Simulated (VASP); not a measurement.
A run of VASP 6.6.1:

File POSCAR:

```
PbS
1.0
    3.3514258664      0.0000000000      0.0000000000
    0.0000000000      3.3514258664      0.0000000000
    0.0000000000      0.0000000000      3.3514258664
Pb S
1 1
Direct
    0.0000000000      0.0000000000      0.0000000000
    0.5000000000      0.5000000000      0.5000000000
```

Contents of INCAR.step1:

```
PREC = Accurate
ENCUT = 550
ISMEAR = 0
SIGMA = 0.05
LREAL = F
LASPH = T
NELM = 120
NBANDS = 17
GGA = PE
ALGO = Normal
EDIFF = 1E-5
LWAVE = T
LCHARG = F
GGA_COMPAT = F
```

The input INCAR.step2:

```
PREC = Accurate
ENCUT = 550
EDIFF = 1E-6
ISMEAR = 0
SIGMA = 0.05
LREAL = F
LASPH = T
NELM = 120
ALGO = Normal
ISIF = 2
LWAVE = F
LCHARG = F
METAGGA = R2SCAN
LMIXTAU = T
IVDW = 12
VDW_S6 = 1.0
VDW_S8 = 0.78981345
VDW_A1 = 0.49484001
VDW_A2 = 5.73083694
NBANDS = 17
ISTART = 1
GGA_COMPAT = F
```

File KPOINTS:

```
regular mesh
0
Gamma
  10 10 10
```

Potentials or basis: VASP PAW PBE potentials, release 64 (Pb_d, S).

Command:

```console
$ cat potpaw_PBE.64/Pb_d/POTCAR potpaw_PBE.64/S/POTCAR > POTCAR
$ cp INCAR.step1 INCAR
$ mpirun -np 1 vasp_std > vasp.out
$ cp INCAR.step2 INCAR
$ mpirun -np 1 vasp_std > vasp.out
```

Hardware: 1 thread of AMD EPYC 9R45 (Zen 5) (shared host).

Estimate the wall time of this run.

It took 2.8 min on 1 thread of AMD EPYC 9R45 (Zen 5), on a shared host, peak memory 0.16 GiB. Counts: k points 56.
